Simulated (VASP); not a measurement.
# Nb (Im-3m) in VASP: further runs

Runs on Nb. Level: PBE. Tasks: single point, relaxation of cell and atoms.

All numbers are computed with VASP 6.6.1; they aren't measurements. Logs are shortened: lines on timing, memory, paths and dates and some standing lists are left out, and cuts for length are marked.

**1. The cell of the first run**

Symmetry: Im-3m, No. 229, cubic system. The conventional cell has a = 3.311 Å, b = 3.311 Å, c = 3.311 Å, α = 90.00°, β = 90.00°, γ = 90.00°. Nb (site symmetry m-3m) has 14 Nb at 2.87 to 3.31 Å within 3.8 Å.

**2. Single point, PBE**

Input file INCAR:

```
SYSTEM = Nb
ALGO     = Fast           ! electronic algorithm
EDIFF    = 1E-7           ! SCF threshold, eV
ENCUT    = 520            ! plane-wave cutoff, eV
GGA      = PE             ! functional
ISIF     = 2              ! what is computed and relaxed
ISMEAR   = 0              ! smearing method
LASPH    = .TRUE.         ! aspherical terms in the spheres
LCHARG   = .FALSE.        ! write CHGCAR
LREAL    = .FALSE.        ! projectors in reciprocal space
LWAVE    = .FALSE.        ! write WAVECAR
NBANDS   = 12             ! bands
NELM     = 80             ! most SCF steps
PREC     = Accurate       ! precision mode
SIGMA    = 0.1            ! smearing width, eV
```

Input file KPOINTS:

```
k-points
0
G
  18 18 18
  0 0 0
```

Input file POSCAR:

```
Nb
1.0
   -1.6555662321      1.6555662321      1.6555662321
    1.6555662321     -1.6555662321      1.6555662321
    1.6555662321      1.6555662321     -1.6555662321
Nb
1
Direct
    0.0000000000      0.0000000000      0.0000000000
```

Potentials or basis: VASP PAW PBE potentials, release 64 (Nb_sv).

Command:

```
> cat potpaw_PBE.64/Nb_sv/POTCAR > POTCAR
> mpirun -np 1 vasp_std > vasp.out
```

OUTCAR:

```text
SYSTEM = Nb
   EDIFF = 1E-7
   ENCUT = 520
   GGA = PE
   ISIF = 2
   ISMEAR = 0
   LASPH = .TRUE.
   LREAL = .FALSE.
   NELM = 80
   PREC = Accurate

 ion  position               nearest neighbor table
   1  0.000  0.000  0.000-

  LATTYP: Found a body centered cubic cell.
 ALAT       =     3.3111324642

  Lattice vectors:

 A1 = (  -1.6555662321,   1.6555662321,   1.6555662321)
 A2 = (   1.6555662321,  -1.6555662321,   1.6555662321)
 A3 = (   1.6555662321,   1.6555662321,  -1.6555662321)

Analysis of symmetry for initial positions (statically):
=====================================================================
 Subroutine PRICEL returns:
 Original cell was already a primitive cell.

 Routine SETGRP: Setting up the symmetry group for a
 body centered cubic supercell.

 Subroutine GETGRP returns: Found 48 space group operations
 (whereof 48 operations were pure point group operations)
 out of a pool of 48 trial point group operations.

The static configuration has the point symmetry O_h .

Analysis of symmetry for dynamics (positions and initial velocities):
=====================================================================
 Subroutine PRICEL returns:
 Original cell was already a primitive cell.

 Routine SETGRP: Setting up the symmetry group for a
 body centered cubic supercell.

 Subroutine GETGRP returns: Found 48 space group operations
 (whereof 48 operations were pure point group operations)
 out of a pool of 48 trial point group operations.

The dynamic configuration has the point symmetry O_h .

 Subroutine INISYM returns: Found 48 space group operations
 (whereof 48 operations are pure point group operations),
 and found     1 'primitive' translations

----------------------------------------------------------------------------------------

                                     Primitive cell

  volume of cell :      18.1510

  direct lattice vectors                    reciprocal lattice vectors
    -1.655566232  1.655566232  1.655566232     0.000000000  0.302011475  0.302011475
     1.655566232 -1.655566232  1.655566232     0.302011475  0.000000000  0.302011475
     1.655566232  1.655566232 -1.655566232     0.302011475  0.302011475  0.000000000

  length of vectors
     2.867524829  2.867524829  2.867524829     0.427108724  0.427108724  0.427108724

  position of ions in fractional coordinates (direct lattice)
     0.000000000  0.000000000  0.000000000
[... 83 lines left out ...]
   ISYM   =      2    0-nonsym 1-usesym 2-fastsym
   POTIM  = 0.5000    time-step for ionic-motion
   TEBEG  =    0.0;   TEEND  =   0.0 temperature during run
   PSTRESS=    0.0 pullay stress
   NELECT =      13.0000    total number of electrons
   NUPDOWN=      -1.0000    fix difference up-down
   EMIN   =  10.00;   EMAX   =-10.00  energy-range for DOS
   EFERMI =   0.00;   METHOD = LEGACY
   ISMEAR =     0;   SIGMA  =   0.10  broadening in eV -4-tet -1-fermi 0-gaus
   EFERMI_NEDOS =   21; number of points for ismear=-14 and -15
   IALGO  =     68    algorithm
   IMIX   =      4    mixing-type and parameters
     AMIX     =   0.40;   BMIX     =  1.00
     AMIX_MAG =   1.60;   BMIX_MAG =  1.00
  volume/ion in A,a.u.               =      18.15       122.49
  Fermi-wavevector in a.u.,A,eV,Ry     =   1.464725  2.767929 29.190197  2.145419
  Thomas-Fermi vector in A             =   2.580667
   LORBIT       =      0    0 simple, 1 ext, 2 COOP (PROOUT), +10 PAW based schemes
   GGA     = PE    functional components
   LHFCALC =     F    Hartree Fock is set to
   AEXX    =    0.0000 exact exchange contribution
   IVDW    =     0    specifies the selected vdW correction
   LEPSILON=     F    determine dielectric tensor
   LRPA    =     F    only Hartree local field effects (RPA)
 non-spin polarized calculation
 RMM-DIIS sequential band-by-band and
 Gauss-broadening in eV      SIGMA  =   0.10
  energy-cutoff  :      520.00
  volume of cell :       18.15
 maximum number of plane-waves:       500
 NGX is ok and might be reduce to    24
   NGX = 11   NGY = 11   NGZ = 11

 number of electron      13.0000000 magnetization

 Free energy of the ion-electron system (eV)
  ---------------------------------------------------
  ext. energy  EPLUGINS =         0.00000000
  ---------------------------------------------------
  free energy    TOTEN  =       -10.21982518 eV

  energy without entropy =      -10.21143425  energy(sigma->0) =      -10.21562971

 E-fermi :  11.0519     XC(G=0): -12.4610

 val. band max:       11.0457650480   @ k =   0.3333   0.2222   0.0000
 cond. band min:      11.0580109535   @ k =   0.2778   0.0556   0.0000
 fundamental gap:      0.0122459054
 Fermi energy:        11.0519474141

 k-point     1 :       0.0000    0.0000    0.0000
  band No.  band energies     occupation
      1     -43.3102      2.00000
      2     -18.6233      2.00000
      3     -18.6233      2.00000
      4     -18.6233      2.00000
      5       5.1398      2.00000
      6      11.4386      0.00000
      7      11.4386      0.00000
      8      11.4386      0.00000
      9      14.3227      0.00000
     10      14.3227      0.00000
     11      25.2702      0.00000
     12      25.2703      0.00000
[... 331 lines left out ...]
 k-point    24 :       0.3889    0.1111    0.0000
  band No.  band energies     occupation
      1     -43.0724      2.00000
      2     -19.8648      2.00000
      3     -19.0791      2.00000
      4     -18.6925      2.00000
      5       7.7624      2.00000
      6       9.5665      2.00000
      7      12.1594      0.00000
      8      14.2067      0.00000
      9      15.2745      0.00000
     10      17.7360      0.00000
     11      22.8830      0.00000
     12      23.5899      0.00000

 [... further k-points ...]

------------------------ aborting loop because EDIFF is reached ----------------------------------------

  FORCE on cell =-STRESS in cart. coord.  units (eV):
  Direction    XX          YY          ZZ          XY          YZ          ZX
  --------------------------------------------------------------------------------------
  -------------------------------------------------------------------------------------
  Total       -0.0356413     -0.0356413     -0.0356413     -0.0000000     -0.0000000     -0.0000000
  in kB       -3.1460384     -3.1460384     -3.1460384     -0.0000000     -0.0000000     -0.0000000
  external PRESSURE =      -3.1460384 kB  Pullay stress =       0.0000000 kB

 VOLUME and BASIS-vectors are now :
 -----------------------------------------------------------------------------
  energy-cutoff  :      520.00
  volume of cell :       18.15
      direct lattice vectors                 reciprocal lattice vectors
    -1.655566232  1.655566232  1.655566232     0.000000000  0.302011475  0.302011475
     1.655566232 -1.655566232  1.655566232     0.302011475  0.000000000  0.302011475
     1.655566232  1.655566232 -1.655566232     0.302011475  0.302011475  0.000000000

 POSITION                                       TOTAL-FORCE (eV/Angst)
 -----------------------------------------------------------------------------------
      0.00000      0.00000      0.00000         0.000000      0.000000     -0.000000
 -----------------------------------------------------------------------------------
    total drift:                               -0.000000      0.000000      0.000000

  FREE ENERGIE OF THE ION-ELECTRON SYSTEM (eV)
  ---------------------------------------------------
  free  energy   TOTEN  =       -10.2198251767 eV

  energy  without entropy=      -10.2114342486  energy(sigma->0) =      -10.21562971
```

Run time: 63 s. Hardware: 1 thread of AMD EPYC 9R45 (Zen 5), shared host; peak memory 0.13 GiB.

Results:

* Free energy: -10.2198 eV
* Pressure: -0.3 GPa
* Band gap on the k mesh: zero (an odd number of electrons rules out a gap without spin polarisation)

**3. Relaxation of cell and atoms, PBE**

Input file INCAR:

```
SYSTEM = Nb
ALGO     = Normal         ! electronic algorithm
EDIFF    = 1E-6           ! SCF threshold, eV
EDIFFG   = -0.01          ! ionic threshold
ENCUT    = 600            ! plane-wave cutoff, eV
GGA      = PE             ! functional
IBRION   = 2              ! ionic algorithm
ISIF     = 3              ! what is computed and relaxed
ISMEAR   = 0              ! smearing method
LASPH    = .True.         ! aspherical terms in the spheres
LCHARG   = .False.        ! write CHGCAR
LREAL    = .False.        ! projectors in reciprocal space
LWAVE    = .False.        ! write WAVECAR
NELM     = 80             ! most SCF steps
NSW      = 80             ! ionic steps
PREC     = Accurate       ! precision mode
SIGMA    = 0.1            ! smearing width, eV
```

Input file KPOINTS:

```
k-points
0
Gamma
  18 18 18
  0 0 0
```

Input file POSCAR:

```
Nb
1.0
   -1.6562621856      1.6562621856      1.6562621856
    1.6562621856     -1.6562621856      1.6562621856
    1.6562621856      1.6562621856     -1.6562621856
Nb
1
Direct
    0.0000000000      0.0000000000      0.0000000000
```

Potentials or basis: VASP PAW PBE potentials, release 64 (Nb_sv).

Command:

```
> cat potpaw_PBE.64/Nb_sv/POTCAR > POTCAR
> mpirun -np 1 vasp_std > vasp.out
```

Wall time 47 s (1 thread of AMD EPYC 9R45 (Zen 5), shared host); peak memory 0.15 GiB.

Results (log left out):

```yaml
Free_energy: -10.2198 eV
Relaxed_volume: 18.12 Å³/atom
Relaxed_cell: a = 2.866 Å, b = 2.866 Å, c = 2.866 Å, α = 109.47°, β = 109.47°, γ = 109.47°
Space_group_after_relaxing_to_0.1_Å: Im-3m (No. 229)
Energy_gained_by_relaxing: 0.1 meV/atom
Ionic_steps: 3
Pressure_after_relaxing: 0.0 GPa
Band_gap_on_the_k_mesh: zero (an odd number of electrons rules out a gap without spin polarisation)
```

Final structure:
```cif
data_structure
_symmetry_space_group_name_H-M 'P 1'
_symmetry_Int_Tables_number 1
_cell_length_a 2.8658
_cell_length_b 2.8658
_cell_length_c 2.8658
_cell_angle_alpha 109.471
_cell_angle_beta 109.471
_cell_angle_gamma 109.471
_cell_volume 18.12
loop_
_atom_site_label
_atom_site_type_symbol
_atom_site_fract_x
_atom_site_fract_y
_atom_site_fract_z
_atom_site_occupancy
Nb1 Nb 0.00000 0.00000 0.00000 1
```

Levels at points of the mesh, in eV from the Fermi level:
```csv
k point,band 4,band 5,band 6,band 7,band 8,band 9
"(0.00, 0.00, 0.00)",-29.67,-5.92,0.39,0.39,0.39,3.28
"(0.50, 0.00, 0.00)",-29.68,-3.68,-1.62,2.27,3.30,3.98
"(0.50, 0.50, 0.50)",-30.58,-3.67,-3.67,5.58,5.58,5.58
```
